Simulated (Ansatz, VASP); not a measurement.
One calculation of C, two programs

```
C
1.0
     1.23242    0.71154    6.92881
    -1.23242    0.71154    6.92881
     0.00000   -1.42308    6.92881
C
4
Cartesian
  0.0000 0.0000 19.0991
  0.0000 0.0000 5.2411
  0.0000 0.0000 15.5453
  0.0000 0.0000 1.6873
```

Alike in both runs: task relaxation of cell and atoms; functional PBE; dispersion D3(BJ); k mesh 18 × 18 × 18; occupations gaussian, width 0.01 eV; no spin polarisation.

|  | VASP | Ansatz |
| --- | --- | --- |
| version | VASP 6.6.1 | Ansatz 0.2.0 |
| potentials or method | VASP PAW PBE potentials, release 64 (C), cutoff 600 eV | scalar-relativistic, plane waves, PAW |
| valence electrons in the cell | 16 | 16 |

Ansatz gave:

```
gap on the k mesh at the Fermi level, each at its own relaxed structure (eV) : 0.25
relaxed volume (Å³/atom)                                                     : 9.11
relaxed cell length with the largest relative difference (Å)                 : 7.073
```

Q: What did VASP give for the same quantities?

A: gap on the k mesh at the Fermi level, each at its own relaxed structure (eV): 0.26; relaxed volume (Å³/atom): 9.03; relaxed cell length with the largest relative difference (Å): 7.010.
